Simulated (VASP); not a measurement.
# CdS (F-43m) in VASP: further runs, part 2 of 2

VASP 6.6.1. The steps go on from the part before.

## (3) Single point, r2SCAN (23.87 Å³/atom)

This run uses another cell than the first one, of 23.87 Å³/atom.

File POSCAR:

```
CdS
1.0
    0.0000000000      2.8792778153      2.8792778153
    2.8792778153      0.0000000000      2.8792778153
    2.8792778153      2.8792778153      0.0000000000
Cd S
1 1
Direct
    0.0000000000      0.0000000000      0.0000000000
    0.2500000000      0.2500000000      0.2500000000
```

File INCAR.step1:

```
PREC     = Accurate       # precision mode
ENCUT    = 520            # plane-wave cutoff, eV
ISMEAR   = 0              # smearing method
SIGMA    = 0.02           # smearing width, eV
LREAL    = False          # projectors in reciprocal space
LASPH    = True           # aspherical terms in the spheres
NELM     = 100            # most SCF steps
NBANDS   = 16             # bands
GGA      = PE             # functional
ALGO     = Normal         # electronic algorithm
EDIFF    = 1E-4           # SCF threshold, eV
LWAVE    = True           # write WAVECAR
LCHARG   = False          # write CHGCAR
```

File INCAR.step2:

```
PREC     = Accurate       # precision mode
ENCUT    = 520            # plane-wave cutoff, eV
EDIFF    = 1E-6           # SCF threshold, eV
ISMEAR   = 0              # smearing method
SIGMA    = 0.02           # smearing width, eV
LREAL    = False          # projectors in reciprocal space
LASPH    = True           # aspherical terms in the spheres
NELM     = 100            # most SCF steps
ALGO     = Normal         # electronic algorithm
ISIF     = 2              # what is computed and relaxed
LWAVE    = False          # write WAVECAR
LCHARG   = False          # write CHGCAR
METAGGA  = R2SCAN         # meta-GGA
LMIXTAU  = True         
NBANDS   = 16             # bands
ISTART   = 1
```

File KPOINTS:

```
Automatic mesh
0
Gamma
  8 8 8
```

Potentials or basis: VASP PAW PBE potentials, release 64 (Cd, S).

Command:

```sh
$ cat potpaw_PBE.64/Cd/POTCAR potpaw_PBE.64/S/POTCAR > POTCAR
$ cp INCAR.step1 INCAR
$ mpirun -np 1 vasp_std > vasp.out
$ cp INCAR.step2 INCAR
$ mpirun -np 1 vasp_std > vasp.out
```

OUTCAR:

```text
PREC = Accurate
   ENCUT = 520
   EDIFF = 1E-6
   ISMEAR = 0
   LREAL = False
   LASPH = True
   NELM = 100
   ISIF = 2
   METAGGA = R2SCAN
   ISTART = 1

 ion  position               nearest neighbor table
   1  0.000  0.000  0.000-   2 2.49   2 2.49   2 2.49   2 2.49
   2  0.250  0.250  0.250-   1 2.49   1 2.49   1 2.49   1 2.49

  LATTYP: Found a face centered cubic cell.
 ALAT       =     5.7585556306

  Lattice vectors:

 A1 = (   0.0000000000,   2.8792778153,   2.8792778153)
 A2 = (   2.8792778153,   0.0000000000,   2.8792778153)
 A3 = (   2.8792778153,   2.8792778153,   0.0000000000)

Analysis of symmetry for initial positions (statically):
=====================================================================
 Subroutine PRICEL returns:
 Original cell was already a primitive cell.

 Routine SETGRP: Setting up the symmetry group for a
 face centered cubic supercell.

 Subroutine GETGRP returns: Found 24 space group operations
 (whereof 24 operations were pure point group operations)
 out of a pool of 48 trial point group operations.

The static configuration has the point symmetry T_d .

Analysis of symmetry for dynamics (positions and initial velocities):
[... 160 lines left out ...]

 val. band max:        1.3942434877   @ k =   0.0000   0.0000   0.0000
 cond. band min:       3.0748748158   @ k =   0.0000   0.0000   0.0000
 fundamental gap:      1.6806313281
 Fermi energy:         1.5092617972

 k-point     1 :       0.0000    0.0000    0.0000
  band No.  band energies     occupation
      1     -11.7375      2.00000
      2      -6.7269      2.00000
      3      -6.7269      2.00000
      4      -6.7269      2.00000
      5      -6.1532      2.00000
      6      -6.1532      2.00000
[... 433 lines left out ...]
      3      -6.4900      2.00000
      4      -6.1847      2.00000
      5      -6.1231      2.00000
      6      -5.6034      2.00000
[... 8 lines left out ...]
     15      14.3809      0.00000
     16      15.3755      0.00000

 [... further k-points ...]

------------------------ aborting loop because EDIFF is reached ----------------------------------------

  FORCE on cell =-STRESS in cart. coord.  units (eV):
  Direction    XX          YY          ZZ          XY          YZ          ZX
  --------------------------------------------------------------------------------------
  -------------------------------------------------------------------------------------
  Total        1.3938398      1.3938398      1.3938398      0.0000000     -0.0000000      0.0000000
  in kB       46.7781158     46.7781158     46.7781158      0.0000000     -0.0000000      0.0000000
  external PRESSURE =      46.7781158 kB  Pullay stress =       0.0000000 kB

 VOLUME and BASIS-vectors are now :
 -----------------------------------------------------------------------------
  energy-cutoff  :      520.00
  volume of cell :       47.74
      direct lattice vectors                 reciprocal lattice vectors
     0.000000000  2.879277815  2.879277815    -0.173654657  0.173654657  0.173654657
     2.879277815  0.000000000  2.879277815     0.173654657 -0.173654657  0.173654657
     2.879277815  2.879277815  0.000000000     0.173654657  0.173654657 -0.173654657

 POSITION                                       TOTAL-FORCE (eV/Angst)
 -----------------------------------------------------------------------------------
      0.00000      0.00000      0.00000        -0.000000     -0.000000     -0.000000
      1.43964      1.43964      1.43964         0.000000      0.000000      0.000000
 -----------------------------------------------------------------------------------
    total drift:                               -0.000003     -0.000003     -0.000003

  FREE ENERGIE OF THE ION-ELECTRON SYSTEM (eV)
  ---------------------------------------------------
  free  energy   TOTEN  =       -29.6406413616 eV

  energy  without entropy=      -29.6406413616  energy(sigma->0) =      -29.64064136
```

OUTCAR.step1:

```text
PREC = Accurate
   ENCUT = 520
   ISMEAR = 0
   LREAL = False
   LASPH = True
[... 677 lines left out ...]
      0.00000      0.00000      0.00000         0.000000      0.000000     -0.000000
      1.43964      1.43964      1.43964        -0.000000     -0.000000      0.000000
 -----------------------------------------------------------------------------------
    total drift:                               -0.000001     -0.000001     -0.000001

  FREE ENERGIE OF THE ION-ELECTRON SYSTEM (eV)
  ---------------------------------------------------
  free  energy   TOTEN  =        -6.0673219662 eV

  energy  without entropy=       -6.0673219662  energy(sigma->0) =       -6.06732197
```

OSZICAR.step1:

```text
N       E                     dE             d eps       ncg     rms          rms(c)
DAV:   1     0.107440624582E+03    0.10744E+03   -0.91922E+03   952   0.104E+03
DAV:   2    -0.264626733845E+01   -0.11009E+03   -0.10376E+03  1160   0.253E+02
DAV:   3    -0.658352117865E+01   -0.39373E+01   -0.39315E+01  1120   0.500E+01
DAV:   4    -0.660748694995E+01   -0.23966E-01   -0.23964E-01  1200   0.385E+00
DAV:   5    -0.660778674383E+01   -0.29979E-03   -0.29979E-03  1120   0.411E-01    0.885E+00
DAV:   6    -0.608788647006E+01    0.51990E+00   -0.81751E-01  1376   0.119E+01    0.698E+00
DAV:   7    -0.606702127092E+01    0.20865E-01   -0.21057E-01  1160   0.315E+00    0.330E+00
DAV:   8    -0.606732263262E+01   -0.30136E-03   -0.20151E-02  1128   0.184E+00    0.344E-01
DAV:   9    -0.606722230346E+01    0.10033E-03   -0.23514E-03  1112   0.749E-01    0.591E-02
DAV:  10    -0.606732196622E+01   -0.99663E-04   -0.24869E-04  1128   0.177E-01
   1 F= -.60673220E+01 E0= -.60673220E+01  d E =-.875723E-29
```

Run time: 2.8 min. Hardware: 1 thread of AMD EPYC 7R13, shared host; peak memory 0.15 GiB.

Results:

| Item | Value |
| --- | --- |
| Free energy | -29.6406 eV |
| Pressure | 4.7 GPa |
| Band gap on the k mesh | 1.68 eV |

Caveat: the cell stands under pressure; the PAW data sets were made with another functional, which shifts forces and pressure a little. r2SCAN opens gaps a little over a GGA but as a rule still falls short of measured ones.

## (4) Single point, r2SCAN (24.63 Å³/atom)

This run uses another cell than the first one, of 24.63 Å³/atom.

File POSCAR:

```
CdS
1.0
    0.0000000000      2.9095882302      2.9095882302
    2.9095882302      0.0000000000      2.9095882302
    2.9095882302      2.9095882302      0.0000000000
Cd S
1 1
Direct
    0.0000000000      0.0000000000      0.0000000000
    0.2500000000      0.2500000000      0.2500000000
```

INCAR.step1: that of step 3 with these lines changed.

```diff
@@ -6,3 +6,3 @@
 LASPH    = True           # aspherical terms in the spheres
-NELM     = 100            # most SCF steps
+NELM     = 60             # most SCF steps
 NBANDS   = 16             # bands
```

File INCAR.step2:

```
PREC     = Accurate       # precision mode
ENCUT    = 520            # plane-wave cutoff, eV
EDIFF    = 1E-7           # SCF threshold, eV
ISMEAR   = 0              # smearing method
SIGMA    = 0.02           # smearing width, eV
LREAL    = False          # projectors in reciprocal space
LASPH    = True           # aspherical terms in the spheres
NELM     = 60             # most SCF steps
ALGO     = Normal         # electronic algorithm
ISIF     = 2              # what is computed and relaxed
LWAVE    = False          # write WAVECAR
LCHARG   = True           # write CHGCAR
METAGGA  = R2SCAN         # meta-GGA
LMIXTAU  = True         
LELF     = True           # ELF
LVHAR    = True         
NBANDS   = 16             # bands
ISTART   = 1
```

File KPOINTS:

```
regular mesh
0
Gamma
  8 8 8
```

Command:

```sh
$ cat potpaw_PBE.64/Cd/POTCAR potpaw_PBE.64/S/POTCAR > POTCAR
$ cp INCAR.step1 INCAR
$ mpirun -np 1 vasp_std > vasp.out
$ cp INCAR.step2 INCAR
$ mpirun -np 1 vasp_std > vasp.out
```

It took 3.1 min on 1 thread of AMD EPYC 7R13, shared host; peak memory 0.16 GiB.

It converged, with:

- Free energy: -29.6737 eV
- Pressure: 2.3 GPa
- Band gap on the k mesh: 1.61 eV

Levels at points of the mesh, in eV from the valence-band top:
| k point | band 7 | band 8 | band 9 | band 10 | band 11 | band 12 |
| --- | --- | --- | --- | --- | --- | --- |
| (0.00, 0.00, 0.00) | 0.00 | 0.00 | 0.00 | 1.61 | 7.07 | 7.07 |
| (0.50, 0.00, 0.00) | -4.51 | -0.78 | -0.78 | 3.49 | 7.48 | 7.48 |
| (0.50, 0.50, 0.00) | -4.01 | -1.95 | -1.95 | 3.83 | 4.76 | 9.84 |

Caveat: the PAW data sets were made with another functional, which shifts forces and pressure a little. r2SCAN opens gaps a little over a GGA but as a rule still falls short of measured ones.

## (5) Overview

```tsv
cell	k mesh	cutoff (eV)	smearing	gap on the mesh (eV)	pressure (GPa)
a = 4.125 Å, angles 60.0°, 2 atoms	6 × 6 × 6	550	gaussian 0.1 eV	1.59	1.8
a = 4.072 Å, angles 60.0°, 2 atoms	8 × 8 × 8	520	gaussian 0.02 eV	1.68	4.7
a = 4.115 Å, angles 60.0°, 2 atoms	8 × 8 × 8	520	gaussian 0.02 eV	1.61	2.3
```

Alike in all rows: task single point; level r2SCAN; potentials or basis VASP PAW PBE potentials, release 64 (Cd, S); no spin polarisation.

Caveats: the PAW data sets were made with another functional, which shifts forces and pressure a little; the cell stands under pressure (at least some runs).

Total energies depend on the potentials used, so only differences within one code and one set of settings carry meaning.
